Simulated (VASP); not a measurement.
Here is a VASP 6.6.1 calculation.

The input INCAR:

```
SYSTEM = Ta
PREC     = Accurate       ! precision mode
ENCUT    = 520            ! plane-wave cutoff, eV
EDIFF    = 1E-6           ! SCF threshold, eV
ISMEAR   = -1             ! smearing method
SIGMA    = 0.05           ! smearing width, eV
LREAL    = .FALSE.        ! projectors in reciprocal space
LASPH    = .TRUE.         ! aspherical terms in the spheres
NELM     = 60             ! most SCF steps
ALGO     = Normal         ! electronic algorithm
ISIF     = 2              ! what is computed and relaxed
LWAVE    = .FALSE.        ! write WAVECAR
LCHARG   = .TRUE.         ! write CHGCAR
GGA      = CA             ! functional
LELF     = .TRUE.         ! ELF
LVHAR    = .TRUE.       
NBANDS   = 18             ! bands
```

KPOINTS

```
Automatic mesh
0
G
  11 11 5
  0 0 0
```

POSCAR

```
Ta
1.0
    2.8611730502      0.0000000000      0.0000000000
   -1.4305865251      2.4778485461      0.0000000000
    0.0000000000      0.0000000000      5.0964509272
Ta
2
Direct
    0.3333333333      0.6666666667      0.2500000000
    0.6666666667      0.3333333333      0.7500000000
```

Potentials or basis: VASP PAW LDA potentials, release 64 (Ta_pv).

Launch:

```bash
$ cat potpaw_LDA.64/Ta_pv/POTCAR > POTCAR
$ mpirun -np 1 vasp_std > vasp.out
```

Q: Predict the band gap on the k mesh.

A: Zero (band 11 reaches 6.89 eV, above the bottom of band 12 at 5.22 eV).

Q: Estimate the pressure.

A: -3.9 GPa.

Stress tensor (GPa, compression positive):
```
-4.59  0.00  0.00
 0.00 -4.59  0.00
 0.00  0.00 -2.41
```

Caveat: spin-orbit coupling is left out, which moves the levels of the heavy elements.
